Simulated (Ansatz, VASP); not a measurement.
One calculation of TiSi3W, two programs

```xyz
5
Lattice="4.6811 0.0000 0.0000 0.0000 4.6811 0.0000 0.0000 0.0000 4.6811" Properties=species:S:1:pos:R:3 pbc="T T T"
Ti    2.3405    2.3405    2.3405
Si    2.3405    0.0000    0.0000
Si    0.0000    2.3405    0.0000
Si    0.0000    0.0000    2.3405
W     0.0000    0.0000    0.0000
```

Change from the starting cell: species swapped into the Gd3TlC type (Pm-3m, No. 221).

Alike in both runs: functional PBE; k mesh 4 × 4 × 4; occupations gaussian, width 0.1 eV; no spin polarisation.

Ansatz relaxed the structure, and its values are those at the end. VASP's run is a single point on that final structure, the one shown.

|  | VASP | Ansatz |
| --- | --- | --- |
| version | VASP 6.6.1 | Ansatz 0.2.0 |
| potentials or method | VASP PAW PBE potentials, release 64 (Ti_sv, Si, W_sv), cutoff 520 eV | scalar-relativistic, plane waves, PAW |
| valence electrons in the cell | 38 | 38 |

|  | VASP | Ansatz | Ansatz less VASP |
| --- | --- | --- | --- |
| gap on the k mesh at the Fermi level (eV) | none | none | - |
| pressure (GPa) | 0.1 | 0.0 | -0.02 |

A gap of «none» marks a metal or a gap that the smearing closes. With one functional, cell and mesh, what is left measures potentials, basis and numerics.

Neither program's run includes spin-orbit coupling.
